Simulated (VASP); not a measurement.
# Au (Im-3m) in VASP: further runs

Aim: see how the results for Au move with the level of theory and the settings. Levels: PBE, r2SCAN. Tasks: single point.

Everything below comes from runs of VASP 6.6.1. Logs are shortened: lines on timing, memory, paths and dates and some standing lists are left out, and cuts for length are marked.

### 1 The cell of the first run

Symmetry: Im-3m, No. 229, cubic system. The conventional cell has a = 3.305 Å, b = 3.305 Å, c = 3.305 Å, α = 90.00°, β = 90.00°, γ = 90.00°. Within 3.8 Å of Au (site symmetry m-3m) lie 14 Au at 2.86 to 3.30 Å.

### 2 Single point, PBE

File INCAR:

```
ALGO = Normal
EDIFF = 1E-7
ENCUT = 520
GGA = PE
ISIF = 2
ISMEAR = 0
LASPH = True
LCHARG = False
LREAL = False
LWAVE = False
NBANDS = 12
NELM = 100
PREC = Accurate
SIGMA = 0.05
```

File KPOINTS:

```
k-points
0
Gamma
  8 8 8
```

File POSCAR:

```
Au
1.0
   -1.6523098253      1.6523098253      1.6523098253
    1.6523098253     -1.6523098253      1.6523098253
    1.6523098253      1.6523098253     -1.6523098253
Au
1
Direct
    0.0000000000      0.0000000000      0.0000000000
```

Potentials or basis: VASP PAW PBE potentials, release 64 (Au).

Started as:

```
$ cat potpaw_PBE.64/Au/POTCAR > POTCAR
$ mpirun -np 1 vasp_std > vasp.out
```

OUTCAR:

```text
EDIFF = 1E-7
   ENCUT = 520
   GGA = PE
   ISIF = 2
   ISMEAR = 0
   LASPH = True
   LREAL = False
   NELM = 100
   PREC = Accurate

 ion  position               nearest neighbor table
   1  0.000  0.000  0.000-

  LATTYP: Found a body centered cubic cell.
 ALAT       =     3.3046196506

  Lattice vectors:

 A1 = (  -1.6523098253,   1.6523098253,   1.6523098253)
 A2 = (   1.6523098253,  -1.6523098253,   1.6523098253)
 A3 = (   1.6523098253,   1.6523098253,  -1.6523098253)

Analysis of symmetry for initial positions (statically):
=====================================================================
 Subroutine PRICEL returns:
 Original cell was already a primitive cell.

 Routine SETGRP: Setting up the symmetry group for a
 body centered cubic supercell.

 Subroutine GETGRP returns: Found 48 space group operations
 (whereof 48 operations were pure point group operations)
 out of a pool of 48 trial point group operations.

The static configuration has the point symmetry O_h .

Analysis of symmetry for dynamics (positions and initial velocities):
=====================================================================
 Subroutine PRICEL returns:
 Original cell was already a primitive cell.

 Routine SETGRP: Setting up the symmetry group for a
 body centered cubic supercell.

 Subroutine GETGRP returns: Found 48 space group operations
 (whereof 48 operations were pure point group operations)
 out of a pool of 48 trial point group operations.

The dynamic configuration has the point symmetry O_h .

 Subroutine INISYM returns: Found 48 space group operations
 (whereof 48 operations are pure point group operations),
 and found     1 'primitive' translations

----------------------------------------------------------------------------------------

                                     Primitive cell

  volume of cell :      18.0441

  direct lattice vectors                    reciprocal lattice vectors
    -1.652309825  1.652309825  1.652309825     0.000000000  0.302606686  0.302606686
     1.652309825 -1.652309825  1.652309825     0.302606686  0.000000000  0.302606686
     1.652309825  1.652309825 -1.652309825     0.302606686  0.302606686  0.000000000

  length of vectors
     2.861884567  2.861884567  2.861884567     0.427950479  0.427950479  0.427950479

  position of ions in fractional coordinates (direct lattice)
     0.000000000  0.000000000  0.000000000

  ion indices of the primitive-cell ions
   primitive index   ion index
                 1           1
[... 80 lines left out ...]
   POTIM  = 0.5000    time-step for ionic-motion
   TEBEG  =    0.0;   TEEND  =   0.0 temperature during run
   PSTRESS=    0.0 pullay stress
   NELECT =      11.0000    total number of electrons
   NUPDOWN=      -1.0000    fix difference up-down
   EMIN   =  10.00;   EMAX   =-10.00  energy-range for DOS
   EFERMI =   0.00;   METHOD = LEGACY
   ISMEAR =     0;   SIGMA  =   0.05  broadening in eV -4-tet -1-fermi 0-gaus
   EFERMI_NEDOS =   21; number of points for ismear=-14 and -15
   IALGO  =     38    algorithm
   IMIX   =      4    mixing-type and parameters
     AMIX     =   0.40;   BMIX     =  1.00
     AMIX_MAG =   1.60;   BMIX_MAG =  1.00
  volume/ion in A,a.u.               =      18.04       121.77
  Fermi-wavevector in a.u.,A,eV,Ry     =   1.388122  2.623170 26.216823  1.926882
  Thomas-Fermi vector in A             =   2.512278
   LORBIT       =      0    0 simple, 1 ext, 2 COOP (PROOUT), +10 PAW based schemes
   GGA     = PE    functional components
   LHFCALC =     F    Hartree Fock is set to
   AEXX    =    0.0000 exact exchange contribution
   IVDW    =     0    specifies the selected vdW correction
   LEPSILON=     F    determine dielectric tensor
   LRPA    =     F    only Hartree local field effects (RPA)
 non-spin polarized calculation
 Gauss-broadening in eV      SIGMA  =   0.05
  energy-cutoff  :      520.00
  volume of cell :       18.04
 maximum number of plane-waves:       496
 NGX is ok and might be reduce to    24
   NGX = 11   NGY = 11   NGZ = 11

 number of electron      10.9999999 magnetization

 Free energy of the ion-electron system (eV)
  ---------------------------------------------------
  ext. energy  EPLUGINS =         0.00000000
  ---------------------------------------------------
  free energy    TOTEN  =        -3.15873311 eV

  energy without entropy =       -3.15549256  energy(sigma->0) =       -3.15711283

 E-fermi :   8.7583     XC(G=0): -12.3812

 val. band max:        8.7491690774   @ k =   0.2500   0.1250   0.1250
 cond. band min:       8.7856439703   @ k =   0.3750   0.1250   0.0000
 fundamental gap:      0.0364748929
 Fermi energy:         8.7583175788

 k-point     1 :       0.0000    0.0000    0.0000
  band No.  band energies     occupation
      1      -0.7055      2.00000
      2       3.9689      2.00000
      3       3.9689      2.00000
      4       3.9689      2.00000
      5       5.7328      2.00000
      6       5.7328      2.00000
      7      25.0587      0.00000
      8      25.0587      0.00000
      9      25.0587      0.00000
     10      31.8648      0.00000
     11      31.8648      0.00000
     12      31.8648      0.00000
[... 331 lines left out ...]
 k-point    24 :      -0.3750    0.3750    0.2500
  band No.  band energies     occupation
      1       2.9377      2.00000
      2       3.3425      2.00000
      3       4.5731      2.00000
      4       5.0560      2.00000
      5       6.3082      2.00000
      6       8.4185      2.00000
      7      16.6431      0.00000
      8      19.4847      0.00000
      9      21.7404      0.00000
     10      24.7812      0.00000
     11      30.5033      0.00000
     12      33.2408      0.00000

 [... further k-points ...]

------------------------ aborting loop because EDIFF is reached ----------------------------------------

  FORCE on cell =-STRESS in cart. coord.  units (eV):
  Direction    XX          YY          ZZ          XY          YZ          ZX
  --------------------------------------------------------------------------------------
  -------------------------------------------------------------------------------------
  Total       -0.0405935     -0.0405935     -0.0405935      0.0000000      0.0000000     -0.0000000
  in kB       -3.6043929     -3.6043929     -3.6043929      0.0000000      0.0000000     -0.0000000
  external PRESSURE =      -3.6043929 kB  Pullay stress =       0.0000000 kB

 VOLUME and BASIS-vectors are now :
 -----------------------------------------------------------------------------
  energy-cutoff  :      520.00
  volume of cell :       18.04
      direct lattice vectors                 reciprocal lattice vectors
    -1.652309825  1.652309825  1.652309825     0.000000000  0.302606686  0.302606686
     1.652309825 -1.652309825  1.652309825     0.302606686  0.000000000  0.302606686
     1.652309825  1.652309825 -1.652309825     0.302606686  0.302606686  0.000000000

 POSITION                                       TOTAL-FORCE (eV/Angst)
 -----------------------------------------------------------------------------------
      0.00000      0.00000      0.00000         0.000000     -0.000000      0.000000
 -----------------------------------------------------------------------------------
    total drift:                                0.000000      0.000000     -0.000000

  FREE ENERGIE OF THE ION-ELECTRON SYSTEM (eV)
  ---------------------------------------------------
  free  energy   TOTEN  =        -3.1587331060 eV

  energy  without entropy=       -3.1554925630  energy(sigma->0) =       -3.15711283
```

OSZICAR:

```text
N       E                     dE             d eps       ncg     rms          rms(c)
DAV:   1     0.493580775163E+02    0.49358E+02   -0.55855E+03   720   0.814E+02
DAV:   2    -0.276604754320E+01   -0.52124E+02   -0.48972E+02   800   0.185E+02
DAV:   3    -0.344538249492E+01   -0.67933E+00   -0.67895E+00   836   0.203E+01
DAV:   4    -0.344773066843E+01   -0.23482E-02   -0.23481E-02   776   0.137E+00
DAV:   5    -0.344774893966E+01   -0.18271E-04   -0.18271E-04   836   0.117E-01    0.762E+00
DAV:   6    -0.317625359989E+01    0.27150E+00   -0.78360E-01   760   0.698E+00    0.505E+00
DAV:   7    -0.316081267895E+01    0.15441E-01   -0.51952E-02   776   0.181E+00    0.269E+00
DAV:   8    -0.315876753063E+01    0.20451E-02   -0.16348E-03   756   0.343E-01    0.289E-01
DAV:   9    -0.315872715756E+01    0.40373E-04   -0.64143E-05   796   0.654E-02    0.276E-02
DAV:  10    -0.315873313595E+01   -0.59784E-05   -0.39475E-06   784   0.180E-02    0.493E-03
DAV:  11    -0.315873310598E+01    0.29971E-07   -0.80911E-08   780   0.221E-03
   1 F= -.31587331E+01 E0= -.31571128E+01  d E =-.324054E-02
```

It took 5.1 s on 1 thread of Intel Xeon 6975P-C, shared host; peak memory 0.14 GiB.

What came out:

```
Free energy : -3.1587 eV
Pressure    : -0.4 GPa
```

Caveat: spin-orbit coupling is left out, which moves the levels of the heavy elements.

### 3 Single point, r2SCAN

POSCAR is that of step 2.

File INCAR.step1:

```
PREC = Accurate
ENCUT = 520
ISMEAR = 0
SIGMA = 0.05
LREAL = F
LASPH = T
NELM = 60
NBANDS = 12
GGA = PE
ALGO = Normal
EDIFF = 1E-4
LWAVE = T
LCHARG = F
```

File INCAR.step2:

```
PREC = Accurate
ENCUT = 520
EDIFF = 1E-6
ISMEAR = 0
SIGMA = 0.05
LREAL = F
LASPH = T
NELM = 60
ALGO = Normal
ISIF = 2
LWAVE = F
LCHARG = F
METAGGA = R2SCAN
LMIXTAU = T
NBANDS = 12
ISTART = 1
```

File KPOINTS:

```
regular mesh
0
Gamma
  18 18 18
```

Potentials or basis: VASP PAW PBE potentials, release 64 (Au).

Started as:

```
$ cat potpaw_PBE.64/Au/POTCAR > POTCAR
$ cp INCAR.step1 INCAR
$ mpirun -np 1 vasp_std > vasp.out
$ cp INCAR.step2 INCAR
$ mpirun -np 1 vasp_std > vasp.out
```

OUTCAR:

```text
PREC = Accurate
   ENCUT = 520
   EDIFF = 1E-6
   ISMEAR = 0
   LREAL = F
   LASPH = T
   NELM = 60
   ISIF = 2
   METAGGA = R2SCAN
   ISTART = 1

 ion  position               nearest neighbor table
   1  0.000  0.000  0.000-

  LATTYP: Found a body centered cubic cell.
 ALAT       =     3.3046196506

  Lattice vectors:

 A1 = (  -1.6523098253,   1.6523098253,   1.6523098253)
 A2 = (   1.6523098253,  -1.6523098253,   1.6523098253)
[... 538 lines left out ...]
     10      30.0616      0.00000
     11      32.0139      0.00000
     12      32.0715      0.00000

 [... further k-points ...]

------------------------ aborting loop because EDIFF is reached ----------------------------------------

  FORCE on cell =-STRESS in cart. coord.  units (eV):
  Direction    XX          YY          ZZ          XY          YZ          ZX
  --------------------------------------------------------------------------------------
  -------------------------------------------------------------------------------------
  Total       -0.4044142     -0.4044142     -0.4044142      0.0000000     -0.0000000     -0.0000000
  in kB      -35.9089356    -35.9089356    -35.9089356      0.0000000     -0.0000000     -0.0000000
  external PRESSURE =     -35.9089356 kB  Pullay stress =       0.0000000 kB

 VOLUME and BASIS-vectors are now :
 -----------------------------------------------------------------------------
  energy-cutoff  :      520.00
  volume of cell :       18.04
      direct lattice vectors                 reciprocal lattice vectors
    -1.652309825  1.652309825  1.652309825     0.000000000  0.302606686  0.302606686
     1.652309825 -1.652309825  1.652309825     0.302606686  0.000000000  0.302606686
     1.652309825  1.652309825 -1.652309825     0.302606686  0.302606686  0.000000000

 POSITION                                       TOTAL-FORCE (eV/Angst)
 -----------------------------------------------------------------------------------
      0.00000      0.00000      0.00000         0.000000      0.000000      0.000000
 -----------------------------------------------------------------------------------
    total drift:                                0.000000      0.000000     -0.000000

  FREE ENERGIE OF THE ION-ELECTRON SYSTEM (eV)
  ---------------------------------------------------
  free  energy   TOTEN  =       -50.5700877638 eV

  energy  without entropy=      -50.5698706012  energy(sigma->0) =      -50.56997918
```

Run time: 66 s. Hardware: 1 thread of Intel Xeon 6975P-C, shared host; peak memory 0.18 GiB.

What came out:

```yaml
Free_energy: -50.5701 eV
Pressure: -3.6 GPa
```

Caveat: the PAW data sets were made with another functional, which shifts forces and pressure a little; spin-orbit coupling is left out, which moves the levels of the heavy elements.
